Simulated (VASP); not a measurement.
# FeSi (P2_13) in VASP: further runs

The runs below take FeSi through single point, with PBE.

All numbers are computed with VASP 6.6.1; they aren't measurements. Logs are shortened: lines on timing, memory, paths and dates and some standing lists are left out, and cuts for length are marked.

### Step 1. The cell of the first run

It takes space group P2_13 (No. 198, cubic). The conventional cell has a = 4.551 Å, b = 4.551 Å, c = 4.551 Å, α = 90.00°, β = 90.00°, γ = 90.00°. Within 3.1 Å of Fe (site symmetry 3) lie 7 Si at 2.31 to 2.59 Å and 6 Fe at 2.79 Å. Si (site symmetry 3) has 7 Fe at 2.31 to 2.59 Å and 6 Si at 2.82 Å within 3.1 Å.

### Step 2. Single point, PBE

The input, INCAR:

```
PREC     = Accurate       # precision mode
ENCUT    = 520            # plane-wave cutoff, eV
EDIFF    = 1E-6           # SCF threshold, eV
ISMEAR   = 0              # smearing method
SIGMA    = 0.01           # smearing width, eV
LREAL    = F              # projectors in reciprocal space
LASPH    = T              # aspherical terms in the spheres
NELM     = 80             # most SCF steps
ALGO     = Normal         # electronic algorithm
ISIF     = 2              # what is computed and relaxed
LWAVE    = F              # write WAVECAR
LCHARG   = T              # write CHGCAR
GGA      = PE             # functional
LELF     = T              # ELF
LVHAR    = T            
NBANDS   = 34             # bands
```

The input, KPOINTS:

```
Automatic mesh
0
Gamma
  8 8 8
```

The input, POSCAR:

```
FeSi
1.0
    4.5507000000      0.0000000000      0.0000000000
    0.0000000000      4.5507000000      0.0000000000
    0.0000000000      0.0000000000      4.5507000000
Fe Si
4 4
Direct
    0.1320310283      0.1320310283      0.1320310283
    0.3679689717      0.8679689717      0.6320310283
    0.6320310283      0.3679689717      0.8679689717
    0.8679689717      0.6320310283      0.3679689717
    0.8390309810      0.8390309810      0.8390309810
    0.6609690190      0.1609690190      0.3390309810
    0.3390309810      0.6609690190      0.1609690190
    0.1609690190      0.3390309810      0.6609690190
```

Potentials or basis: VASP PAW PBE potentials, release 64 (Fe, Si).

Command:

```sh
$ cat potpaw_PBE.64/Fe/POTCAR potpaw_PBE.64/Si/POTCAR > POTCAR
$ mpirun -np 1 vasp_std > vasp.out
```

OUTCAR:

```text
PREC = Accurate
   ENCUT = 520
   EDIFF = 1E-6
   ISMEAR = 0
   LREAL = F
   LASPH = T
   NELM = 80
   ISIF = 2
   GGA = PE

 ion  position               nearest neighbor table
   1  0.132  0.132  0.132-   5 2.31   6 2.35   7 2.35   8 2.35   7 2.59   8 2.59   6 2.59   2 2.79
                             3 2.79   2 2.79   3 2.79   4 2.79   4 2.79
   2  0.368  0.868  0.632-   6 2.31   5 2.35   7 2.35   8 2.35   7 2.59   8 2.59   5 2.59   1 2.79
                             1 2.79   4 2.79   4 2.79   3 2.79   3 2.79
   3  0.632  0.368  0.868-   7 2.31   6 2.35   5 2.35   8 2.35   8 2.59   6 2.59   5 2.59   4 2.79
                             1 2.79   4 2.79   1 2.79   2 2.79   2 2.79
   4  0.868  0.632  0.368-   8 2.31   6 2.35   7 2.35   5 2.35   6 2.59   5 2.59   7 2.59   3 2.79
                             2 2.79   2 2.79   3 2.79   1 2.79   1 2.79
   5  0.839  0.839  0.839-   1 2.31   2 2.35   3 2.35   4 2.35   3 2.59   4 2.59   2 2.59   6 2.82
                             7 2.82   8 2.82   6 2.82   8 2.82   7 2.82
   6  0.661  0.161  0.339-   2 2.31   1 2.35   3 2.35   4 2.35   3 2.59   4 2.59   1 2.59   8 2.82
                             5 2.82   5 2.82   7 2.82   7 2.82   8 2.82
   7  0.339  0.661  0.161-   3 2.31   2 2.35   1 2.35   4 2.35   4 2.59   2 2.59   1 2.59   8 2.82
                             5 2.82   8 2.82   6 2.82   6 2.82   5 2.82
   8  0.161  0.339  0.661-   4 2.31   2 2.35   3 2.35   1 2.35   2 2.59   1 2.59   3 2.59   7 2.82
                             5 2.82   7 2.82   5 2.82   6 2.82   6 2.82

  LATTYP: Found a simple cubic cell.
 ALAT       =     4.5507000000

  Lattice vectors:

 A1 = (   4.5507000000,   0.0000000000,   0.0000000000)
 A2 = (   0.0000000000,   4.5507000000,   0.0000000000)
 A3 = (   0.0000000000,   0.0000000000,   4.5507000000)

Analysis of symmetry for initial positions (statically):
=====================================================================
 Subroutine PRICEL returns:
 Original cell was already a primitive cell.

 Routine SETGRP: Setting up the symmetry group for a
 simple cubic supercell.

 Subroutine GETGRP returns: Found 12 space group operations
 (whereof  3 operations were pure point group operations)
 out of a pool of 48 trial point group operations.

The static configuration has the point symmetry C_3 .
 The point group associated with its full space group is T   .

Analysis of symmetry for dynamics (positions and initial velocities):
=====================================================================
 Subroutine PRICEL returns:
 Original cell was already a primitive cell.

 Routine SETGRP: Setting up the symmetry group for a
 simple cubic supercell.

 Subroutine GETGRP returns: Found 12 space group operations
 (whereof  3 operations were pure point group operations)
 out of a pool of 48 trial point group operations.

The dynamic configuration has the point symmetry C_3 .
 The point group associated with its full space group is T   .

 Subroutine INISYM returns: Found 12 space group operations
 (whereof  3 operations are pure point group operations),
 and found     1 'primitive' translations

----------------------------------------------------------------------------------------

                                     Primitive cell

  volume of cell :      94.2399

  direct lattice vectors                    reciprocal lattice vectors
     4.550700000  0.000000000  0.000000000     0.219746413  0.000000000  0.000000000
     0.000000000  4.550700000  0.000000000     0.000000000  0.219746413  0.000000000
     0.000000000  0.000000000  4.550700000     0.000000000  0.000000000  0.219746413

  length of vectors
     4.550700000  4.550700000  4.550700000     0.219746413  0.219746413  0.219746413

  position of ions in fractional coordinates (direct lattice)
     0.132031028  0.132031028  0.132031028
     0.367968972  0.867968972  0.632031028
     0.632031028  0.367968972  0.867968972
     0.867968972  0.632031028  0.367968972
     0.839030981  0.839030981  0.839030981
     0.660969019  0.160969019  0.339030981
     0.339030981  0.660969019  0.160969019
     0.160969019  0.339030981  0.660969019

  ion indices of the primitive-cell ions
   primitive index   ion index
                 1           1
                 2           2
                 3           3
                 4           4
                 5           5
                 6           6
                 7           7
                 8           8

----------------------------------------------------------------------------------------

 KPOINTS: Automatic mesh

Automatic generation of k-mesh.
 Grid dimensions read from file:
 generate k-points for:    8    8    8

 Generating k-lattice:

  Cartesian coordinates                     Fractional coordinates (reciprocal lattice)
     0.027468302  0.000000000  0.000000000     0.125000000  0.000000000  0.000000000
     0.000000000  0.027468302  0.000000000     0.000000000  0.125000000  0.000000000
     0.000000000  0.000000000  0.027468302     0.000000000  0.000000000  0.125000000

  Length of vectors
     0.027468302  0.027468302  0.027468302

  Shift w.r.t. Gamma in fractional coordinates (k-lattice)
     0.000000000  0.000000000  0.000000000

 Subroutine IBZKPT returns following result:
 ===========================================

 Found     45 irreducible k-points:

 Following reciprocal coordinates:
            Coordinates               Weight
  0.000000  0.000000  0.000000      1.000000
  0.125000  0.000000  0.000000      6.000000
  0.250000  0.000000  0.000000      6.000000
  0.375000  0.000000  0.000000      6.000000
  0.500000  0.000000  0.000000      3.000000
  0.125000  0.125000  0.000000     12.000000
[... 16 lines left out ...]
  0.250000  0.125000  0.125000     24.000000
  0.375000  0.125000  0.125000     24.000000
 [... further k-points ...]
   k-points           NKPTS =     45   k-points in BZ     NKDIM =     45   number of bands    NBANDS=     34
   number of dos      NEDOS =    301   number of ions     NIONS =      8
   total plane-waves  NPLWV =  46656
   dimension x,y,z NGX =    36 NGY =   36 NGZ =   36
   dimension x,y,z NGXF=    72 NGYF=   72 NGZF=   72
   ions per type =               4   4
   NGX,Y,Z   is equivalent  to a cutoff of  13.15, 13.15, 13.15 a.u.
   NGXF,Y,Z  is equivalent  to a cutoff of  26.30, 26.30, 26.30 a.u.
 SYSTEM =  unknown system
   PREC   = accura    normal or accurate (medium, high low for compatibility)
   ISTART =      0    job   : 0-new  1-cont  2-samecut
   ICHARG =      2    charge: 1-file 2-atom 10-const
   ISPIN  =      1    spin polarized calculation?
   LNONCOLLINEAR =      F non collinear calculations
   LSORBIT =      F    spin-orbit coupling
   LASPH  =      T    aspherical Exc in radial PAW
   ENCUT  =  520.0 eV  38.22 Ry    6.18 a.u.   8.46  8.46  8.46*2*pi/ulx,y,z
   NELM   =     80;   NELMIN=  2; NELMDL= -5     # of ELM steps
   EDIFF  = 0.1E-05   stopping-criterion for ELM
   LREAL  =      F    real-space projection
   EDIFFG = 0.1E-04   stopping-criterion for IOM
   NSW    =      0    number of steps for IOM
   IBRION =     -1    ionic relax: 0-MD 1-quasi-New 2-CG
   NFREE  =      0    steps in history (QN), initial steepest desc. (CG)
   ISIF   =      2    stress and relaxation
   ISYM   =      2    0-nonsym 1-usesym 2-fastsym
   POTIM  = 0.5000    time-step for ionic-motion
   TEBEG  =    0.0;   TEEND  =   0.0 temperature during run
   PSTRESS=    0.0 pullay stress
   NELECT =      48.0000    total number of electrons
   NUPDOWN=      -1.0000    fix difference up-down
   EMIN   =  10.00;   EMAX   =-10.00  energy-range for DOS
   EFERMI =   0.00;   METHOD = LEGACY
   ISMEAR =     0;   SIGMA  =   0.01  broadening in eV -4-tet -1-fermi 0-gaus
   EFERMI_NEDOS =   21; number of points for ismear=-14 and -15
   IALGO  =     38    algorithm
   IMIX   =      4    mixing-type and parameters
     AMIX     =   0.40;   BMIX     =  1.00
     AMIX_MAG =   1.60;   BMIX_MAG =  1.00
  volume/ion in A,a.u.               =      11.78        79.50
  Fermi-wavevector in a.u.,A,eV,Ry     =   1.307406  2.470639 23.256570  1.709310
  Thomas-Fermi vector in A             =   2.438142
   LORBIT       =      0    0 simple, 1 ext, 2 COOP (PROOUT), +10 PAW based schemes
   GGA     = PE    functional components
   LHFCALC =     F    Hartree Fock is set to
   AEXX    =    0.0000 exact exchange contribution
   IVDW    =     0    specifies the selected vdW correction
   LEPSILON=     F    determine dielectric tensor
   LRPA    =     F    only Hartree local field effects (RPA)
 non-spin polarized calculation
 Gauss-broadening in eV      SIGMA  =   0.01
  energy-cutoff  :      520.00
  volume of cell :       94.24
 maximum number of plane-waves:      2560
 NGX is ok and might be reduce to    36
   NGX = 17   NGY = 17   NGZ = 17

 number of electron      48.0000001 magnetization

 Free energy of the ion-electron system (eV)
  ---------------------------------------------------
  ext. energy  EPLUGINS =         0.00000000
  ---------------------------------------------------
  free energy    TOTEN  =       -58.52083488 eV

  energy without entropy =      -58.52083488  energy(sigma->0) =      -58.52083488

 E-fermi :   8.9385     XC(G=0): -12.4581

 val. band max:        8.8440464252   @ k =  -0.1250   0.2500   0.0000
 cond. band min:       9.0094568098   @ k =   0.2500   0.2500   0.0000
 fundamental gap:      0.1654103846
 Fermi energy:         8.9385385148

 k-point     1 :       0.0000    0.0000    0.0000
  band No.  band energies     occupation
      1      -3.8393      2.00000
      2       1.2786      2.00000
      3       1.2786      2.00000
      4       1.2786      2.00000
      5       4.0897      2.00000
      6       4.0897      2.00000
[... 26 lines left out ...]
     33      12.8943      0.00000
     34      12.8943      0.00000
[... 820 lines left out ...]
      4       2.1439      2.00000
      5       3.2273      2.00000
      6       3.9017      2.00000
[... 26 lines left out ...]
     33      12.7396      0.00000
     34      13.5123      0.00000

 [... further k-points ...]

------------------------ aborting loop because EDIFF is reached ----------------------------------------

  FORCE on cell =-STRESS in cart. coord.  units (eV):
  Direction    XX          YY          ZZ          XY          YZ          ZX
  --------------------------------------------------------------------------------------
  -------------------------------------------------------------------------------------
  Total       -7.3046161     -7.3046161     -7.3046161      0.0000000      0.0000000      0.0000000
  in kB     -124.1862056   -124.1862056   -124.1862056      0.0000000      0.0000000      0.0000000
  external PRESSURE =    -124.1862056 kB  Pullay stress =       0.0000000 kB

 VOLUME and BASIS-vectors are now :
 -----------------------------------------------------------------------------
  energy-cutoff  :      520.00
  volume of cell :       94.24
      direct lattice vectors                 reciprocal lattice vectors
     4.550700000  0.000000000  0.000000000     0.219746413  0.000000000  0.000000000
     0.000000000  4.550700000  0.000000000     0.000000000  0.219746413  0.000000000
     0.000000000  0.000000000  4.550700000     0.000000000  0.000000000  0.219746413

 POSITION                                       TOTAL-FORCE (eV/Angst)
 -----------------------------------------------------------------------------------
      0.60083      0.60083      0.60083         0.025570      0.025570      0.025570
      1.67452      3.94987      2.87618        -0.025570     -0.025570      0.025570
      2.87618      1.67452      3.94987         0.025570     -0.025570     -0.025570
      3.94987      2.87618      1.67452        -0.025570      0.025570     -0.025570
      3.81818      3.81818      3.81818         0.002433      0.002433      0.002433
      3.00787      0.73252      1.54283        -0.002433     -0.002433      0.002433
      1.54283      3.00787      0.73252         0.002433     -0.002433     -0.002433
      0.73252      1.54283      3.00787        -0.002433      0.002433     -0.002433
 -----------------------------------------------------------------------------------
    total drift:                                0.000000     -0.000000     -0.000000

  FREE ENERGIE OF THE ION-ELECTRON SYSTEM (eV)
  ---------------------------------------------------
  free  energy   TOTEN  =       -58.5208348840 eV

  energy  without entropy=      -58.5208348840  energy(sigma->0) =      -58.52083488
```

Wall time 1.7 min (1 thread of Intel Xeon Platinum 8559C (Emerald Rapids), shared host); peak memory 0.26 GiB.

Results:

- Free energy: -58.5208 eV
- Pressure: -12.4 GPa
- Largest force: 0.044 eV/Å
- Band gap on the k mesh: 0.17 eV, indirect (least direct gap 0.18 eV)

Forces on the atoms (eV/Å):
```
Fe   0.026  0.026  0.026
Fe  -0.026 -0.026  0.026
Fe   0.026 -0.026 -0.026
Fe  -0.026  0.026 -0.026
Si   0.002  0.002  0.002
Si  -0.002 -0.002  0.002
Si   0.002 -0.002 -0.002
Si  -0.002  0.002 -0.002
```

### Step 3. Single point, PBE (volume scaled by 1.10, then relaxed in part)

The input, INCAR:

```
ALGO = Normal
EDIFF = 1E-6
ENCUT = 520
GGA = PE
ISIF = 2
ISMEAR = 0
LASPH = True
LCHARG = False
LREAL = False
LWAVE = False
NBANDS = 34
NELM = 80
PREC = Accurate
SIGMA = 0.01
```

The input, KPOINTS:

```
k-points
0
Gamma
  8 8 8
```

The input, POSCAR:

```
FeSi
1.0
    4.5916174443      0.0000000000      0.0000000000
    0.0000000000      4.5916174443      0.0000000000
    0.0000000000      0.0000000000      4.5916174443
Fe Si
4 4
Direct
    0.1303669344      0.1303669344      0.1303669344
    0.3696330656      0.8696330656      0.6303669344
    0.6303669344      0.3696330656      0.8696330656
    0.8696330656      0.6303669344      0.3696330656
    0.8382564171      0.8382564171      0.8382564171
    0.6617435829      0.1617435829      0.3382564171
    0.3382564171      0.6617435829      0.1617435829
    0.1617435829      0.3382564171      0.6617435829
```

Potentials or basis: VASP PAW PBE potentials, release 64 (Fe, Si).

Command:

```sh
$ cat potpaw_PBE.64/Fe/POTCAR potpaw_PBE.64/Si/POTCAR > POTCAR
$ mpirun -np 1 vasp_std > vasp.out
```

Wall time 92 s (1 thread of Intel Xeon Platinum 8559C (Emerald Rapids), shared host); peak memory 0.27 GiB.

Results (log left out):

```
Free energy            : -58.2885 eV
Pressure               : -16.2 GPa
Largest force          : 0.031 eV/Å
Band gap on the k mesh : 0.16 eV, indirect (least direct gap 0.18 eV)
```

Forces in eV/Å, atoms in the order of the input:
```
Fe   0.018  0.018  0.018
Fe  -0.018 -0.018  0.018
Fe   0.018 -0.018 -0.018
Fe  -0.018  0.018 -0.018
Si   0.003  0.003  0.003
Si  -0.003 -0.003  0.003
Si   0.003 -0.003 -0.003
Si  -0.003  0.003 -0.003
```

Levels at points of the mesh, in eV from the valence-band top:
```tsv
k point	band 22	band 23	band 24	band 25	band 26	band 27
(0.00, 0.00, 0.00)	-0.25	-0.02	-0.02	0.58	0.58	0.58
(0.50, 0.00, 0.00)	-0.33	-0.02	-0.02	0.20	0.20	1.56
(0.50, 0.50, 0.00)	-0.90	-0.30	-0.30	0.59	0.59	1.14
(0.50, 0.50, 0.50)	-0.56	-0.56	-0.56	0.45	0.45	0.45
```

 A k mesh can miss the band edges.
